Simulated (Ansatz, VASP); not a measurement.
**GaN in VASP and in Ansatz**

```
Ga N
1.0
     0.00000    2.29110    2.29110
     2.24894    0.04217    2.24894
     2.24894    2.24894    0.04217
Ga N
1 1
Direct
  0.00000 0.00000 0.00000
  0.75000 0.75000 0.75000
```

Change from the starting cell: strain +0.0375 x Voigt [0, 0, 0, 1, 0, 0], atoms carried along.

Alike in both runs: task single point; functional r2SCAN; k mesh 10 × 10 × 10; occupations gaussian, width 0.05 eV; no spin polarisation.

```csv
,VASP,Ansatz
version,VASP 6.6.1,Ansatz 0.2.0
potentials or method,"VASP PAW PBE potentials, release 64 (Ga_d, N), cutoff 520 eV","scalar-relativistic, plane waves, PAW"
valence electrons in the cell,18,18
```

VASP gave:

| Item | Value |
| --- | --- |
| gap on the k mesh at the Fermi level (eV) | 2.06 |
| least direct gap on the mesh (eV) | 2.06 |
| pressure (GPa) | 1.4 |
| traceless stress, the component that is largest in VASP (GPa) | -7.60 |
| rms of the force components (eV/Å) | 0.191 |

Task: Which values does Ansatz return?

Result: gap on the k mesh at the Fermi level (eV): 2.07; least direct gap on the mesh (eV): 2.07; pressure (GPa): 0.4; traceless stress, the component that is largest in VASP (GPa): -7.53; rms of the force components (eV/Å): 0.183.

VASP's potentials were made for PBE, not for r2SCAN. Atom by atom the forces differ by 0.008 eV/Å (rms over components). With one functional, cell and mesh, what is left measures potentials, basis and numerics.
